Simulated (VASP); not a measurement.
Wanted: the native input for a VASP 6.6.1 run.

| Quantity | Value |
| --- | --- |
| Task | relaxation of cell and atoms |
| Functional | PBEsol |
| Potentials or basis | VASP PAW PBE potentials, release 64 (Sn_d, Se) |
| Cutoff | 600 eV |
| k mesh | 6 × 6 × 6 |
| Occupations | fermi-dirac, width 0.05 eV |
| Spin | no spin polarisation |
| Dipole correction | no |
| Further INCAR settings | ALGO = Normal; EDIFF = 1e-07; IBRION = 2; EDIFFG = -0.01; NSW = 60; ISIF = 3 |

The structure of Sn3Se lies in POSCAR:

```
Sn3Se
1.0
    0.0000000000      3.7331380000      3.7331380000
    3.7331380000      0.0000000000      3.7331380000
    3.7331380000      3.7331380000      0.0000000000
Sn Se
3 1
Direct
    0.5000000000      0.5000000000      0.5000000000
    0.7500000000      0.7500000000      0.7500000000
    0.2500000000      0.2500000000      0.2500000000
    0.0000000000      0.0000000000      0.0000000000
```

These files were run (other wordings do the same):

INCAR

```
SYSTEM = Sn3Se
PREC = Accurate ; ENCUT = 600
EDIFF = 1E-7 ; ISMEAR = -1
SIGMA = 0.05 ; LREAL = .FALSE.
LASPH = .TRUE. ; NELM = 100
ALGO = Normal ; ISIF = 3
LWAVE = .FALSE. ; LCHARG = .FALSE.
GGA = PS ; IBRION = 2
NSW = 60 ; EDIFFG = -0.01
```

KPOINTS

```
regular mesh
0
G
  6 6 6
  0 0 0
```

Potentials or basis: VASP PAW PBE potentials, release 64 (Sn_d, Se).

Command:

```console
$ cat potpaw_PBE.64/Sn_d/POTCAR potpaw_PBE.64/Se/POTCAR > POTCAR
$ mpirun -np 1 vasp_std > vasp.out
```

It gave:

```json
{"Relaxed volume": "24.44 Å³/atom", "Relaxed cell": "a = 5.171 Å, b = 5.171 Å, c = 5.171 Å, α = 60.00°, β = 60.00°, γ = 60.00°", "Space group after relaxing (to 0.05 Å)": "Fm-3m (No. 225)", "Energy gained by relaxing": "16.6 meV/atom", "Ionic steps": "3", "Pressure after relaxing": "0.0 GPa"}
```

Caveat: the PAW data sets were made with another functional, which shifts forces and pressure a little.

It took 81 s on 1 thread of Intel(R) Xeon(R) 6975P-C (Granite Rapids), with other jobs on the host, peak memory 0.29 GiB.
